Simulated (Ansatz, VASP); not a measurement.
## Sb2Pt: VASP beside Ansatz

```
Sb Pt
1.0
     6.44100    0.00000    0.00000
     0.00000    6.44100    0.00000
     0.00000    0.00000    6.44100
Sb Pt
8 4
Direct
  0.37441 0.37441 0.37441
  0.12559 0.62559 0.87441
  0.87441 0.12559 0.62559
  0.62559 0.87441 0.12559
  0.62559 0.62559 0.62559
  0.87441 0.37441 0.12559
  0.12559 0.87441 0.37441
  0.37441 0.12559 0.87441
  0.00000 0.00000 0.00000
  0.50000 0.00000 0.50000
  0.50000 0.50000 0.00000
  0.00000 0.50000 0.50000
```

Alike in both runs: task electric field gradients; functional r2SCAN; k mesh 5 × 5 × 5; occupations fermi-dirac, width 0.05 eV; no spin polarisation.

```csv
,VASP,Ansatz
version,VASP 6.6.1,Ansatz 0.2.0
potentials or method,"VASP PAW PBE potentials, release 64 (Sb, Pt)","plane-wave PAW, scalar-relativistic"
plane-wave cutoff (eV),520,500
valence electrons in the cell,80,192
```

Ansatz gave:

| Item | Value |
| --- | --- |
| pressure (GPa) | 3.6 |
| rms of the force components (eV/Å) | 0.067 |
| size of Vzz on the site where it differs most (V/Å²) | 73.2 |

Which values does VASP return?

Pressure (GPa): 3.5; rms of the force components (eV/Å): 0.052; size of Vzz on the site where it differs most (V/Å²): 28.3.

VASP's potentials were made for PBE, not for r2SCAN. Atom by atom the forces differ by 0.015 eV/Å (rms over components). One of these differences is far larger than is usual between the two programs; its cause wasn't traced. VASP's potentials hold 80 valence electrons a cell and Ansatz's 192, so a difference there can come from the potentials and not from the codes.

Neither program's run includes spin-orbit coupling.
